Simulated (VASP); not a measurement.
# Co (P6_3mc) in VASP: a series of runs

The runs below take Co through single point, with PBEsol.

Everything below comes from runs of VASP 6.6.1. Logs are shortened: lines on timing, memory, paths and dates and some standing lists are left out, and cuts for length are marked.

## 1. The cell of the first run

The structure is hexagonal, space group P6_3mc (No. 186). The conventional cell has a = 2.455 Å, b = 2.455 Å, c = 7.965 Å, α = 90.00°, β = 90.00°, γ = 120.00°. Co (site symmetry 3m) has 12 Co at 2.28 to 2.62 Å within 3.0 Å. Co (site symmetry 3m) has 12 Co at 2.28 to 2.62 Å within 3.0 Å.

## 2. Single point, PBEsol, collinear spin, ferromagnetic start (atoms displaced along a vibrational mode)

INCAR reads:

```
SYSTEM = Co
PREC = Accurate
ENCUT = 520
EDIFF = 1E-6
ISMEAR = 0
SIGMA = 0.15
LREAL = .False.
LASPH = .True.
NELM = 150
ALGO = Fast
ISIF = 2
LWAVE = .False.
LCHARG = .False.
ISPIN = 2
MAGMOM = 1.81 1.83 1.81 1.83
LORBIT = 11
LMAXMIX = 4
GGA = PS
NBANDS = 30
```

KPOINTS reads:

```
regular mesh
0
Gamma
  24 24 6
  0 0 0
```

POSCAR reads:

```
Co
1.0
    2.4552110702      0.0000000000      0.0000000000
   -1.2276055351      2.1262751584      0.0000000000
    0.0000000000      0.0000000000      7.9648408746
Co
4
Direct
    0.0000000000      0.0000000000      0.0131829376
    0.3333333333      0.6666666667      0.2368170624
    0.0000000000      0.0000000000      0.5131829376
    0.6666666667      0.3333333333      0.7368170624
```

Potentials or basis: VASP PAW PBE potentials, release 64 (Co).

Started as:

```
cat potpaw_PBE.64/Co/POTCAR > POTCAR
mpirun -np 1 vasp_std > vasp.out
```

OUTCAR:

```text
SYSTEM = Co
   PREC = Accurate
   ENCUT = 520
   EDIFF = 1E-6
   ISMEAR = 0
   LREAL = .False.
   LASPH = .True.
   NELM = 150
   ISIF = 2
   ISPIN = 2
   LORBIT = 11
   GGA = PS

 ion  position               nearest neighbor table
   1  0.000  0.000  0.013-   2 2.28   2 2.28   2 2.28   4 2.62   4 2.62   4 2.62
   2  0.333  0.667  0.237-   1 2.28   1 2.28   1 2.28   3 2.62   3 2.62   3 2.62
   3  0.000  0.000  0.513-   4 2.28   4 2.28   4 2.28   2 2.62   2 2.62   2 2.62
   4  0.667  0.333  0.737-   3 2.28   3 2.28   3 2.28   1 2.62   1 2.62   1 2.62

  LATTYP: Found a hexagonal cell.
 ALAT       =     2.4552110702
 C/A-ratio  =     3.2440554587

  Lattice vectors:

 A1 = (   2.4552110702,   0.0000000000,   0.0000000000)
 A2 = (  -1.2276055351,   2.1262751584,   0.0000000000)
 A3 = (   0.0000000000,   0.0000000000,   7.9648408746)

Analysis of symmetry for initial positions (statically):
=====================================================================
 Subroutine PRICEL returns:
 Original cell was already a primitive cell.

 Routine SETGRP: Setting up the symmetry group for a
 hexagonal supercell.

 Subroutine GETGRP returns: Found 12 space group operations
 (whereof  6 operations were pure point group operations)
 out of a pool of 24 trial point group operations.

The static configuration has the point symmetry C_3v.
 The point group associated with its full space group is C_6v.

Analysis of symmetry for dynamics (positions and initial velocities):
=====================================================================
 Subroutine PRICEL returns:
 Original cell was already a primitive cell.

 Routine SETGRP: Setting up the symmetry group for a
 hexagonal supercell.

 Subroutine GETGRP returns: Found 12 space group operations
 (whereof  6 operations were pure point group operations)
 out of a pool of 24 trial point group operations.

The dynamic configuration has the point symmetry C_3v.
 The point group associated with its full space group is C_6v.

Analysis of structural, dynamic, and magnetic symmetry:
=====================================================================
 Subroutine PRICEL returns:
 Original cell was already a primitive cell.

 Routine SETGRP: Setting up the symmetry group for a
 hexagonal supercell.

 Subroutine GETGRP returns: Found 12 space group operations
 (whereof  6 operations were pure point group operations)
 out of a pool of 24 trial point group operations.

The overall configuration has the point symmetry C_3v.
 The point group associated with its full space group is C_6v.

 Subroutine INISYM returns: Found 12 space group operations
 (whereof  6 operations are pure point group operations),
 and found     1 'primitive' translations

----------------------------------------------------------------------------------------

                                     Primitive cell

  volume of cell :      41.5801

  direct lattice vectors                    reciprocal lattice vectors
     2.455211070  0.000000000  0.000000000     0.407296958  0.235153008  0.000000000
    -1.227605535  2.126275158  0.000000000     0.000000000  0.470306017  0.000000000
     0.000000000  0.000000000  7.964840875     0.000000000  0.000000000  0.125551786

  length of vectors
     2.455211070  2.455211070  7.964840875     0.470306017  0.470306017  0.125551786

  position of ions in fractional coordinates (direct lattice)
     0.000000000  0.000000000  0.013182938
     0.333333333  0.666666667  0.236817062
     0.000000000  0.000000000  0.513182938
     0.666666667  0.333333333  0.736817062

  ion indices of the primitive-cell ions
   primitive index   ion index
                 1           1
                 2           2
                 3           3
                 4           4

----------------------------------------------------------------------------------------

 KPOINTS: regular mesh

Automatic generation of k-mesh.
 Grid dimensions read from file:
 generate k-points for:   24   24    6

 Generating k-lattice:

  Cartesian coordinates                     Fractional coordinates (reciprocal lattice)
     0.016970707  0.009798042  0.000000000     0.041666667 -0.000000000  0.000000000
     0.000000000  0.019596084  0.000000000     0.000000000  0.041666667  0.000000000
     0.000000000  0.000000000  0.020925298     0.000000000  0.000000000  0.166666667

  Length of vectors
     0.019596084  0.019596084  0.020925298

  Shift w.r.t. Gamma in fractional coordinates (k-lattice)
     0.000000000  0.000000000  0.000000000

 Subroutine IBZKPT returns following result:
 ===========================================

 Found    244 irreducible k-points:

 Following reciprocal coordinates:
            Coordinates               Weight
  0.000000  0.000000  0.000000      1.000000
  0.041667  0.000000  0.000000      6.000000
  0.083333  0.000000  0.000000      6.000000
  0.125000 -0.000000  0.000000      6.000000
  0.166667 -0.000000  0.000000      6.000000
  0.208333  0.000000  0.000000      6.000000
[... 16 lines left out ...]
  0.416667  0.041667  0.000000     12.000000
  0.458333  0.041667  0.000000     12.000000
 [... further k-points ...]
   k-points           NKPTS =    244   k-points in BZ     NKDIM =    244   number of bands    NBANDS=     30
   number of dos      NEDOS =    301   number of ions     NIONS =      4
   total plane-waves  NPLWV =  19440
   dimension x,y,z NGX =    18 NGY =   18 NGZ =   60
   dimension x,y,z NGXF=    36 NGYF=   36 NGZF=  120
   ions per type =               4
   NGX,Y,Z   is equivalent  to a cutoff of  12.19, 12.19, 12.52 a.u.
   NGXF,Y,Z  is equivalent  to a cutoff of  24.38, 24.38, 25.05 a.u.
 SYSTEM =  Co
   PREC   = accura    normal or accurate (medium, high low for compatibility)
   ISTART =      0    job   : 0-new  1-cont  2-samecut
   ICHARG =      2    charge: 1-file 2-atom 10-const
   ISPIN  =      2    spin polarized calculation?
   LNONCOLLINEAR =      F non collinear calculations
   LSORBIT =      F    spin-orbit coupling
   LASPH  =      T    aspherical Exc in radial PAW
   ENCUT  =  520.0 eV  38.22 Ry    6.18 a.u.   4.57  4.57 14.81*2*pi/ulx,y,z
   NELM   =    150;   NELMIN=  2; NELMDL= -5     # of ELM steps
   EDIFF  = 0.1E-05   stopping-criterion for ELM
   LREAL  =      F    real-space projection
   EDIFFG = 0.1E-04   stopping-criterion for IOM
   NSW    =      0    number of steps for IOM
   IBRION =     -1    ionic relax: 0-MD 1-quasi-New 2-CG
   NFREE  =      0    steps in history (QN), initial steepest desc. (CG)
   ISIF   =      2    stress and relaxation
   ISYM   =      2    0-nonsym 1-usesym 2-fastsym
   POTIM  = 0.5000    time-step for ionic-motion
   TEBEG  =    0.0;   TEEND  =   0.0 temperature during run
   PSTRESS=    0.0 pullay stress
   NELECT =      36.0000    total number of electrons
   NUPDOWN=      -1.0000    fix difference up-down
   EMIN   =  10.00;   EMAX   =-10.00  energy-range for DOS
   EFERMI =   0.00;   METHOD = LEGACY
   ISMEAR =     0;   SIGMA  =   0.15  broadening in eV -4-tet -1-fermi 0-gaus
   EFERMI_NEDOS =   21; number of points for ismear=-14 and -15
   IALGO  =     68    algorithm
   IMIX   =      4    mixing-type and parameters
     AMIX     =   0.40;   BMIX     =  1.00
     AMIX_MAG =   1.60;   BMIX_MAG =  1.00
  volume/ion in A,a.u.               =      10.40        70.15
  Fermi-wavevector in a.u.,A,eV,Ry     =   1.560321  2.948579 33.124752  2.434601
  Thomas-Fermi vector in A             =   2.663550
   LORBIT       =     11    0 simple, 1 ext, 2 COOP (PROOUT), +10 PAW based schemes
   GGA     = PS    functional components
   LHFCALC =     F    Hartree Fock is set to
   AEXX    =    0.0000 exact exchange contribution
   IVDW    =     0    specifies the selected vdW correction
   LEPSILON=     F    determine dielectric tensor
   LRPA    =     F    only Hartree local field effects (RPA)
 spin polarized calculation
 RMM-DIIS sequential band-by-band and
 Gauss-broadening in eV      SIGMA  =   0.15
  energy-cutoff  :      520.00
  volume of cell :       41.58
 maximum number of plane-waves:      1151
   NGX =  9   NGY =  9   NGZ = 29

 number of electron      35.9999999 magnetization       6.3727471

 Free energy of the ion-electron system (eV)
  ---------------------------------------------------
  ext. energy  EPLUGINS =         0.00000000
  ---------------------------------------------------
  free energy    TOTEN  =       -30.54713134 eV

  energy without entropy =      -30.51225620  energy(sigma->0) =      -30.52969377

 E-fermi :  10.7857     XC(G=0): -13.8046

 val. band max:       10.7854902350   @ k =   0.0833   0.0417   0.1667
 cond. band min:      10.7885325569   @ k =   0.0417   0.0417   0.0000
 fundamental gap:      0.0030423219
 Fermi energy:        10.7856703948

 spin component 1

 k-point     1 :       0.0000    0.0000    0.0000
  band No.  band energies     occupation
      1       1.4591      1.00000
      2       3.4366      1.00000
      3       4.0476      1.00000
      4       5.2256      1.00000
      5       7.1565      1.00000
      6       7.7948      1.00000
[... 781 lines left out ...]
     29      23.7294      0.00000
     30      24.4702      0.00000

 [... further k-points ...]

 spin component 2

 k-point     1 :       0.0000    0.0000    0.0000
  band No.  band energies     occupation
      1       1.5479      1.00000
      2       3.5861      1.00000
      3       4.2395      1.00000
      4       6.1592      1.00000
      5       8.3818      1.00000
      6       9.3942      1.00000
[... 781 lines left out ...]
     29      24.3241      0.00000
     30      25.0315      0.00000

 [... further k-points ...]

------------------------ aborting loop because EDIFF is reached ----------------------------------------

  FORCE on cell =-STRESS in cart. coord.  units (eV):
  Direction    XX          YY          ZZ          XY          YZ          ZX
  --------------------------------------------------------------------------------------
  -------------------------------------------------------------------------------------
  Total        0.9798228      0.9798228      2.8951420     -0.0000000      0.0000000      0.0000000
  in kB       37.7548479     37.7548479    111.5565445     -0.0000000      0.0000000      0.0000000
  external PRESSURE =      62.3554134 kB  Pullay stress =       0.0000000 kB

 VOLUME and BASIS-vectors are now :
 -----------------------------------------------------------------------------
  energy-cutoff  :      520.00
  volume of cell :       41.58
      direct lattice vectors                 reciprocal lattice vectors
     2.455211070  0.000000000  0.000000000     0.407296958  0.235153008  0.000000000
    -1.227605535  2.126275158  0.000000000     0.000000000  0.470306017  0.000000000
     0.000000000  0.000000000  7.964840875     0.000000000  0.000000000  0.125551786

 POSITION                                       TOTAL-FORCE (eV/Angst)
 -----------------------------------------------------------------------------------
      0.00000      0.00000      0.10500         0.000000      0.000000     -2.106988
     -0.00000      1.41752      1.88621         0.000000      0.000000      2.106988
      0.00000      0.00000      4.08742        -0.000000      0.000000     -2.106988
      1.22761      0.70876      5.86863        -0.000000      0.000000      2.106988
 -----------------------------------------------------------------------------------
    total drift:                                0.000000      0.000000      0.000704

  FREE ENERGIE OF THE ION-ELECTRON SYSTEM (eV)
  ---------------------------------------------------
  free  energy   TOTEN  =       -30.5471313388 eV

  energy  without entropy=      -30.5122561994  energy(sigma->0) =      -30.52969377

 total charge

# of ion       s       p       d       tot
------------------------------------------
    1        0.521   0.577   7.313   8.412
    2        0.521   0.580   7.309   8.410
    3        0.521   0.577   7.313   8.412
    4        0.521   0.580   7.309   8.410
--------------------------------------------------
tot          2.084   2.315  29.244  33.643

 magnetization (x)

# of ion       s       p       d       tot
------------------------------------------
    1       -0.014  -0.046   1.649   1.589
    2       -0.014  -0.048   1.660   1.598
    3       -0.014  -0.046   1.649   1.589
    4       -0.014  -0.048   1.660   1.598
--------------------------------------------------
tot         -0.056  -0.187   6.619   6.375
```

Run time: 16 min. Hardware: 1 thread of Oxide Virtual Turin-like, shared host; peak memory 0.43 GiB.

Results:

* Free energy: -30.5471 eV
* Pressure: 6.2 GPa
* Largest force: 2.107 eV/Å
* Net moment: 6.37 μB per cell
* Site moments: Co +1.59, +1.60 (each value once) μB
* Valence electrons inside the program's atomic spheres: Co 8.41

Forces in eV/Å, atoms in the order of the input:
```
Co   0.000  0.000 -2.107
Co   0.000  0.000  2.107
Co   0.000  0.000 -2.107
Co   0.000  0.000  2.107
```

Stress tensor (GPa, compression positive):
```
 3.78  0.00  0.00
 0.00  3.78  0.00
 0.00  0.00 11.16
```

Levels at points of the mesh, in eV from the Fermi level:
Spin up:
```csv
k point,band 18,band 19,band 20,band 21,band 22,band 23,band 24,band 25
"(0.00, 0.00, 0.00)",-1.54,-1.54,-0.94,-0.94,-0.62,-0.62,-0.04,6.32
"(0.50, 0.00, 0.00)",-0.53,-0.49,-0.37,0.26,1.36,2.61,3.23,7.15
"(0.00, 0.00, 0.50)",-1.64,-1.64,-1.64,-0.78,-0.78,-0.78,-0.78,9.39
"(0.50, 0.00, 0.50)",-0.71,-0.47,-0.47,1.25,1.25,2.92,2.92,7.44
```
Spin down:
| k point | band 10 | band 11 | band 12 | band 13 | band 14 | band 15 | band 16 | band 17 | band 18 | band 19 |
| --- | --- | --- | --- | --- | --- | --- | --- | --- | --- | --- |
| (0.00, 0.00, 0.00) | -1.30 | -1.13 | -1.13 | -1.09 | -1.09 | -1.04 | 0.06 | 0.06 | 0.17 | 0.32 |
| (0.50, 0.00, 0.00) | -1.44 | -0.78 | -0.78 | 0.37 | 0.48 | 1.09 | 1.13 | 1.15 | 1.22 | 1.24 |
| (0.00, 0.00, 0.50) | -1.29 | -1.23 | -1.23 | -1.23 | -1.23 | -0.69 | -0.69 | 0.21 | 0.21 | 0.21 |
| (0.50, 0.00, 0.50) | -1.19 | -0.87 | -0.87 | -0.24 | -0.24 | 0.90 | 0.90 | 1.14 | 1.14 | 1.34 |

Caveat: the cell differs from its parent crystal (atoms displaced along a vibrational mode); the cell stands under pressure; the PAW data sets were made with another functional, which shifts forces and pressure a little.

## 3. Single point, PBEsol, collinear spin, ferromagnetic start (atoms displaced along a vibrational mode)

INCAR reads:

```
SYSTEM = Co
  PREC = Accurate
  ENCUT = 520
  EDIFF = 1E-6
  ISMEAR = 0
  SIGMA = 0.15
  LREAL = .False.
  LASPH = .True.
  NELM = 150
  ALGO = Normal
  ISIF = 2
  LWAVE = .False.
  LCHARG = .True.
  ISPIN = 2
  MAGMOM = 1.81 1.83 1.81 1.83
  LORBIT = 11
  LMAXMIX = 4
  GGA = PS
  LELF = .True.
  LVHAR = .True.
  NBANDS = 30
```

KPOINTS reads:

```
Automatic mesh
0
Gamma
  24 24 6
  0 0 0
```

POSCAR reads:

```
Co
1.0
    2.4552110702      0.0000000000      0.0000000000
   -1.2276055351      2.1262751584      0.0000000000
    0.0000000000      0.0000000000      7.9648408746
Co
4
Direct
    0.0000000000      0.0000000000     -0.0150662144
    0.3333333333      0.6666666667      0.2650662144
    0.0000000000      0.0000000000      0.4849337856
    0.6666666667      0.3333333333      0.7650662144
```

Potentials or basis: VASP PAW PBE potentials, release 64 (Co).

Started as:

```
cat potpaw_PBE.64/Co/POTCAR > POTCAR
mpirun -np 1 vasp_std > vasp.out
```

Wall time 10 min (1 thread of Oxide Virtual Turin-like, shared host); peak memory 0.44 GiB.

The run converged. Its results:

| Item | Value |
| --- | --- |
| Free energy | -30.4081 eV |
| Pressure | 8.4 GPa |
| Largest force | 2.535 eV/Å |
| Net moment | 6.37 μB per cell |
| Site moments | Co +1.59 μB |
| Valence electrons inside the program's atomic spheres | Co 8.43 |

Forces in eV/Å, atoms in the order of the input:
```
Co   0.000  0.000  2.535
Co   0.000  0.000 -2.535
Co   0.000  0.000  2.535
Co   0.000  0.000 -2.535
```

Stress tensor (GPa, compression positive):
```
 5.29  0.00  0.00
 0.00  5.29  0.00
 0.00  0.00 14.66
```

Levels at points of the mesh, in eV from the Fermi level:
Spin up:
```csv
k point,band 18,band 19,band 20,band 21,band 22,band 23,band 24,band 25
"(0.00, 0.00, 0.00)",-1.54,-1.54,-0.90,-0.90,-0.60,-0.60,0.03,6.24
"(0.50, 0.00, 0.00)",-0.56,-0.49,-0.34,0.28,1.37,2.62,3.23,7.12
"(0.00, 0.00, 0.50)",-1.64,-1.63,-1.63,-0.74,-0.74,-0.74,-0.74,9.31
"(0.50, 0.00, 0.50)",-0.74,-0.45,-0.45,1.24,1.24,2.94,2.94,7.40
```
Spin down:
| k point | band 11 | band 12 | band 13 | band 14 | band 15 | band 16 | band 17 | band 18 |
| --- | --- | --- | --- | --- | --- | --- | --- | --- |
| (0.00, 0.00, 0.00) | -1.19 | -1.19 | -1.16 | -1.16 | -0.93 | 0.07 | 0.07 | 0.28 |
| (0.50, 0.00, 0.00) | -0.89 | -0.77 | 0.43 | 0.46 | 1.04 | 1.11 | 1.13 | 1.20 |
| (0.00, 0.00, 0.50) | -1.29 | -1.29 | -1.29 | -1.29 | -0.58 | -0.58 | 0.21 | 0.21 |
| (0.50, 0.00, 0.50) | -0.85 | -0.85 | -0.24 | -0.24 | 0.91 | 0.91 | 1.12 | 1.12 |

Caveat: the cell differs from its parent crystal (atoms displaced along a vibrational mode); the cell stands under pressure; the PAW data sets were made with another functional, which shifts forces and pressure a little.
